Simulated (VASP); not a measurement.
# Li2S (Fm-3m) in VASP: G0W0 quasiparticle levels with PBE

Aim: the G0W0 quasiparticle levels of Li2S with PBE.

All numbers are computed with VASP 6.6.1; they aren't measurements. Logs are shortened: lines on timing, memory, paths and dates and some standing lists are left out, and cuts for length are marked.

## Step 1: The cell of the first run

Symmetry: Fm-3m, No. 225, cubic system. Conventional cell: a = 5.691 Å, b = 5.691 Å, c = 5.691 Å, α = 90.00°, β = 90.00°, γ = 90.00°. Li (site symmetry -43m) has 4 S at 2.46 Å and 6 Li at 2.85 Å within 3.3 Å. S (site symmetry m-3m) has 8 Li at 2.46 Å within 3.3 Å.

## Step 2: G0W0 quasiparticle levels, PBE

POSCAR

```
Li2S
1.0
    0.0000000000      2.8452944194      2.8452944194
    2.8452944194      0.0000000000      2.8452944194
    2.8452944194      2.8452944194      0.0000000000
Li S
2 1
Direct
    0.2500000000      0.2500000000      0.2500000000
    0.7500000000      0.7500000000      0.7500000000
    0.0000000000      0.0000000000      0.0000000000
```

INCAR.step1

```
SYSTEM = Li2S
PREC = Accurate
ENCUT = 500
EDIFF = 1E-8
ISMEAR = 0
SIGMA = 0.01
LREAL = .FALSE.
LASPH = .TRUE.
NELM = 80
ALGO = Normal
LWAVE = .TRUE.
LCHARG = .FALSE.
GGA = PE
```

INCAR.step2

```
SYSTEM = Li2S
PREC = Accurate
ENCUT = 500
EDIFF = 1E-8
ISMEAR = 0
SIGMA = 0.01
LREAL = .FALSE.
LASPH = .TRUE.
NELM = 1
ALGO = Exact
LWAVE = .TRUE.
LCHARG = .FALSE.
GGA = PE
NBANDS = 345
LOPTICS = .TRUE.
ISTART = 1
```

INCAR.step3

```
SYSTEM = Li2S
PREC = Accurate
ENCUT = 500
EDIFF = 1E-8
ISMEAR = 0
SIGMA = 0.01
LREAL = .FALSE.
LASPH = .TRUE.
ALGO = EVGW0
LWAVE = .FALSE.
LCHARG = .FALSE.
GGA = PE
NELMGW = 1
NBANDS = 345
ENCUTGW = 200
NOMEGA = 48
PRECFOCK = Fast
ISTART = 1
NBANDSGW = 12
```

KPOINTS

```
regular mesh
0
G
  4 4 4
  0 0 0
```

Potentials or basis: VASP PAW PBE potentials, release 64 (Li_GW, S_GW).

Started as:

```
$ cat potpaw_PBE.64/Li_GW/POTCAR potpaw_PBE.64/S_GW/POTCAR > POTCAR
$ cp INCAR.step1 INCAR
$ mpirun -np 1 vasp_std > vasp.out
$ cp INCAR.step2 INCAR
$ mpirun -np 1 vasp_std > vasp.out
$ cp INCAR.step3 INCAR
$ mpirun -np 1 vasp_std > vasp.out
```

OUTCAR:

```text
SYSTEM = Li2S
   PREC = Accurate
   ENCUT = 500
   EDIFF = 1E-8
   ISMEAR = 0
   LREAL = .FALSE.
   LASPH = .TRUE.
   GGA = PE
   NELMGW = 1
   ENCUTGW = 200
   PRECFOCK = Fast
   ISTART = 1

 ion  position               nearest neighbor table
   1  0.250  0.250  0.250-   3 2.46   3 2.46   3 2.46   3 2.46   2 2.85   2 2.85   2 2.85   2 2.85
                             2 2.85   2 2.85
   2  0.750  0.750  0.750-   3 2.46   3 2.46   3 2.46   3 2.46   1 2.85   1 2.85   1 2.85   1 2.85
                             1 2.85   1 2.85
   3  0.000  0.000  0.000-   2 2.46   2 2.46   2 2.46   1 2.46   2 2.46   1 2.46   1 2.46   1 2.46

  LATTYP: Found a face centered cubic cell.
 ALAT       =     5.6905888388

  Lattice vectors:

 A1 = (   0.0000000000,   2.8452944194,   2.8452944194)
 A2 = (   2.8452944194,   0.0000000000,   2.8452944194)
 A3 = (   2.8452944194,   2.8452944194,   0.0000000000)

Analysis of symmetry for initial positions (statically):
=====================================================================
 Subroutine PRICEL returns:
 Original cell was already a primitive cell.

 Routine SETGRP: Setting up the symmetry group for a
 face centered cubic supercell.

 Subroutine GETGRP returns: Found 48 space group operations
 (whereof 48 operations were pure point group operations)
 out of a pool of 48 trial point group operations.

The static configuration has the point symmetry O_h .

Analysis of symmetry for dynamics (positions and initial velocities):
=====================================================================
 Subroutine PRICEL returns:
 Original cell was already a primitive cell.

 Routine SETGRP: Setting up the symmetry group for a
 face centered cubic supercell.

 Subroutine GETGRP returns: Found 48 space group operations
 (whereof 48 operations were pure point group operations)
 out of a pool of 48 trial point group operations.

The dynamic configuration has the point symmetry O_h .

 Subroutine INISYM returns: Found 48 space group operations
 (whereof 48 operations are pure point group operations),
 and found     1 'primitive' translations

[... 80 lines left out ...]
   LREAL  =      F    real-space projection
   EDIFFG = 0.1E-06   stopping-criterion for IOM
   NSW    =      0    number of steps for IOM
   IBRION =     -1    ionic relax: 0-MD 1-quasi-New 2-CG
   NFREE  =      0    steps in history (QN), initial steepest desc. (CG)
   ISIF   =      0    stress and relaxation
   ISYM   =      3    0-nonsym 1-usesym 2-fastsym
   POTIM  = 0.5000    time-step for ionic-motion
   TEBEG  =    0.0;   TEEND  =   0.0 temperature during run
   PSTRESS=    0.0 pullay stress
   NELECT =       8.0000    total number of electrons
   NUPDOWN=      -1.0000    fix difference up-down
   EMIN   =  10.00;   EMAX   =-10.00  energy-range for DOS
   EFERMI =   0.00;   METHOD = LEGACY
   ISMEAR =     0;   SIGMA  =   0.01  broadening in eV -4-tet -1-fermi 0-gaus
   EFERMI_NEDOS =   21; number of points for ismear=-14 and -15
   IALGO  =     38    algorithm
   IMIX   =      4    mixing-type and parameters
     AMIX     =   0.40;   BMIX     =  1.00
     AMIX_MAG =   1.60;   BMIX_MAG =  1.00
  volume/ion in A,a.u.               =      15.36       103.63
  Fermi-wavevector in a.u.,A,eV,Ry     =   0.913344  1.725970 11.349938  0.834197
  Thomas-Fermi vector in A             =   2.037844
   LORBIT       =      0    0 simple, 1 ext, 2 COOP (PROOUT), +10 PAW based schemes
   GGA     = PE    functional components
   LHFCALC =     T    Hartree Fock is set to
   PRECFOCK=fast      Normal, Fast or Accurate (Low or Medium for compatibility)
   ENCUT4O =  -1.0   cutoff for four orbital integrals eV
   NKREDX  =     1    reduce k-point grid by
   NKREDY  =     1    reduce k-point grid by
   NKREDZ  =     1    reduce k-point grid by
   AEXX    =    1.0000 exact exchange contribution
   HFSCREEN=    0.0000 screening length (either q_TF or 0.3 A-1)
   HFSCREENC=   0.0000 screening length for correlation (either q_TF or 0.3 A-1)
   ENCUTFOCK=  -1.0 apply spherical cutoff to Coloumb kernel
   IVDW    =     0    specifies the selected vdW correction
   LEPSILON=     F    determine dielectric tensor
   LRPA    =     F    only Hartree local field effects (RPA)
   LRPAFORCE           =     F    calculate RPA forces
   ENCUTGW             = 200.0    cutoff for response function in eV
   ENCUTGWSOFT         = 160.0    soft cutoff for Coulomb kernel in GW response function in eV
   ENCUTLF             =  -1.0    cutoff for local field effects
   NELMGW              =     1    number of iterations in solving QP/BSE equation
   NELMHF              =     1    number of iterations in the inner HF iteration
   NKREDLFX            =     1    NKREDLFY  =   1   NKREDLFZ  =   1
 non-spin polarized calculation
 Gauss-broadening in eV      SIGMA  =   0.01
  energy-cutoff  :      500.00
  volume of cell :       46.07
 maximum number of plane-waves:      1211
 NGX is ok and might be reduce to    30
  NGX = 16; NGY = 16; NGZ = 16
   NGX = 15   NGY = 15   NGZ = 15
 maximum number of plane-waves:       307

 QP shifts <psi_nk| G(iteration)W_0 |psi_nk>: iteration 1
 for sc-GW calculations column KS-energies equals QP-energies in previous step
 and V_xc(KS)=  KS-energies - (<T + V_ion + V_H > + <T+V_H+V_ion>^1  + <V_x>^1)

 k-point   1 :       0.0000    0.0000    0.0000
  band No.  KS-energies  QP-energies   sigma(KS)   V_xc(KS)     V^pw_x(r,r')   Z            occupation Imag(sigma)

      1     -11.4678     -12.6130     -14.5149     -13.0204     -21.0035       0.7663       2.0000       1.4620
      2      -0.4198      -1.8034     -14.6862     -12.8855     -16.0779       0.7684       2.0000       0.0187
      3      -0.4198      -1.8034     -14.6862     -12.8855     -16.0779       0.7684       2.0000       0.0187
      4      -0.4198      -1.8034     -14.6862     -12.8855     -16.0779       0.7684       2.0000       0.0187
      5       3.8653       4.2661      -7.4416      -7.9421      -3.7902       0.8010       0.0000      -0.1007
      6       5.7985       6.6170      -7.2701      -8.2909      -3.6033       0.8017       0.0000      -0.0920
      7       5.7985       6.6170      -7.2701      -8.2909      -3.6033       0.8017       0.0000      -0.0920
      8       5.7985       6.6170      -7.2701      -8.2909      -3.6033       0.8017       0.0000      -0.0920
      9      10.6947      11.4564      -8.5822      -9.5728      -4.0669       0.7689       0.0000      -0.1801
     10      10.6947      11.4564      -8.5822      -9.5728      -4.0669       0.7689       0.0000      -0.1801
     11      12.0372      12.3874      -6.1326      -6.5952      -1.2775       0.7570       0.0000      -0.3403
     12      12.0372      12.3874      -6.1326      -6.5952      -1.2775       0.7570       0.0000      -0.3403
[... 100 lines left out ...]
      1     -10.8831     -11.7824     -14.9117     -13.5977     -21.2685       0.6844       2.0000       1.1540
      2      -2.2565      -3.7746     -13.3464     -11.3217     -15.2729       0.7498       2.0000       0.0434
      3      -2.2565      -3.7746     -13.3464     -11.3217     -15.2729       0.7498       2.0000       0.0434
      4      -2.1872      -3.6241     -12.8757     -10.9742     -14.6584       0.7557       2.0000       0.0385
      5       5.0560       5.4574      -8.0635      -8.5681      -4.5090       0.7957       0.0000      -0.0992
      6       6.8803       7.5423      -7.0738      -7.9141      -2.9660       0.7878       0.0000      -0.1180
      7       8.4490       9.2131      -8.1326      -9.1202      -3.9163       0.7738       0.0000      -0.1243
      8       8.4490       9.2131      -8.1326      -9.1202      -3.9163       0.7738       0.0000      -0.1243
      9      11.5260      12.1277      -8.2766      -9.0943      -3.1226       0.7360       0.0000      -0.2857
     10      11.5260      12.1277      -8.2766      -9.0943      -3.1226       0.7360       0.0000      -0.2857
     11      12.1389      13.1621      -8.8700     -10.2279      -3.9375       0.7534       0.0000      -0.2215
     12      13.9995      14.8658      -9.1902     -10.3310      -3.8887       0.7594       0.0000      -0.4135
```

It took 2.7 min on 1 thread of Intel Xeon 6975P-C (Granite Rapids), shared host; peak memory 0.74 GiB.

Results:

* Quasiparticle gap: 5.15 eV
* Least direct quasiparticle gap: 6.07 eV
* Band gap of the starting levels on the mesh: 3.38 eV
* Least direct gap of the starting levels on the mesh: 4.29 eV

Caveat: the k points lie up to 0.48 Å⁻¹ apart; bands, screening cutoff and mesh are small and nothing is extrapolated, so the quasiparticle values aren't converged.
